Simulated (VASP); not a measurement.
A run of VASP 6.6.1 is set up as follows.

The input POSCAR:

```
Al2O3
1.0
    5.1885867000      0.0000000000      0.0000000000
    2.9552446800      4.2647345200      0.0000000000
    2.9552446800      1.5475973200      3.9740317900
Al O
4 6
Direct
    0.3550000000      0.3550000000      0.3550000000
    0.1450000000      0.1450000000      0.1450000000
    0.6450000000      0.6450000000      0.6450000000
    0.8550000000      0.8550000000      0.8550000000
    0.5530000000      0.9470000000      0.2500000000
    0.2500000000      0.5530000000      0.9470000000
    0.9470000000      0.2500000000      0.5530000000
    0.4470000000      0.0530000000      0.7500000000
    0.7500000000      0.4470000000      0.0530000000
    0.0530000000      0.7500000000      0.4470000000
```

File INCAR.step1:

```
SYSTEM = Al2O3
PREC = Accurate
ENCUT = 520
ISMEAR = -1
SIGMA = 0.1
LREAL = .FALSE.
LASPH = .TRUE.
NELM = 80
NBANDS = 35
GGA = PE
ALGO = Normal
EDIFF = 1E-4
LWAVE = .TRUE.
LCHARG = .FALSE.
```

The input INCAR.step2:

```
SYSTEM = Al2O3
PREC = Accurate
ENCUT = 520
EDIFF = 1E-6
ISMEAR = -1
SIGMA = 0.1
LREAL = .FALSE.
LASPH = .TRUE.
NELM = 80
ALGO = Normal
ISIF = 2
LWAVE = .FALSE.
LCHARG = .FALSE.
METAGGA = R2SCAN
LMIXTAU = .TRUE.
NBANDS = 35
ISTART = 1
```

KPOINTS

```
Automatic mesh
0
G
  7 7 7
  0 0 0
```

Potentials or basis: VASP PAW PBE potentials, release 64 (Al, O).

The run is started by

```console
$ cat potpaw_PBE.64/Al/POTCAR potpaw_PBE.64/O/POTCAR > POTCAR
$ cp INCAR.step1 INCAR
$ mpirun -np 1 vasp_std > vasp.out
$ cp INCAR.step2 INCAR
$ mpirun -np 1 vasp_std > vasp.out
```

(1) Predict the largest force.

(2) What does it give for the pressure?

(3) What does it give for the band gap on the k mesh?

Results:

(1) 0.597 eV/Å.

(2) -8.3 GPa.

(3) 6.66 eV.

Caveat: the cell stands under tension; the PAW data sets were made with another functional, which shifts forces and pressure a little; an odd mesh through Γ misses points on the zone boundary, where band edges can lie.
